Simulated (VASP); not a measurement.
A run of VASP 6.6.1 is set up as follows.

File INCAR:

```
PREC = Accurate
ENCUT = 600
EDIFF = 1E-7
ISMEAR = 0
SIGMA = 0.1
LREAL = F
LASPH = T
NELM = 60
ALGO = Normal
ISIF = 3
LWAVE = F
LCHARG = F
GGA = PE
IBRION = 2
NSW = 100
EDIFFG = -0.01
```

File KPOINTS:

```
Automatic mesh
0
Gamma
  10 10 10
```

POSCAR

```
BTe3
1.0
    4.6841813022      0.0000000000      0.0000000000
    0.0000000000      4.6841813022      0.0000000000
    0.0000000000      0.0000000000      4.6841813022
B Te
1 3
Direct
    0.0000000000      0.0000000000      0.0000000000
    0.0000000000      0.5000000000      0.5000000000
    0.5000000000      0.0000000000      0.5000000000
    0.5000000000      0.5000000000      0.0000000000
```

Potentials or basis: VASP PAW PBE potentials, release 64 (B, Te).

The run is started by

```bash
$ cat potpaw_PBE.64/B/POTCAR potpaw_PBE.64/Te/POTCAR > POTCAR
$ mpirun -np 1 vasp_std > vasp.out
```

Problem. What does it give for the band gap on the k mesh?

Solution. Zero (an odd number of electrons rules out a gap without spin polarisation).

Problem. Estimate the space group after relaxing (to 0.1 Å).

Solution. Pm-3m (No. 221).

Problem. Estimate the relaxed volume.

Solution. 24.77 Å³/atom.

Problem. Predict the relaxed cell.

Solution. a = 4.628 Å, b = 4.628 Å, c = 4.628 Å, α = 90.00°, β = 90.00°, γ = 90.00°.

Final structure:
```yaml
crystal:
  lattice:
    - [4.62753, 0.00000, 0.00000]
    - [0.00000, 4.62753, 0.00000]
    - [0.00000, 0.00000, 4.62753]
  atoms:
    - { symbol: B, position: [0.00000, 0.00000, 0.00000] }
    - { symbol: Te, position: [0.00000, 0.50000, 0.50000] }
    - { symbol: Te, position: [0.50000, 0.00000, 0.50000] }
    - { symbol: Te, position: [0.50000, 0.50000, 0.00000] }
```

Caveat: spin-orbit coupling is left out, which moves the levels of the heavy elements.
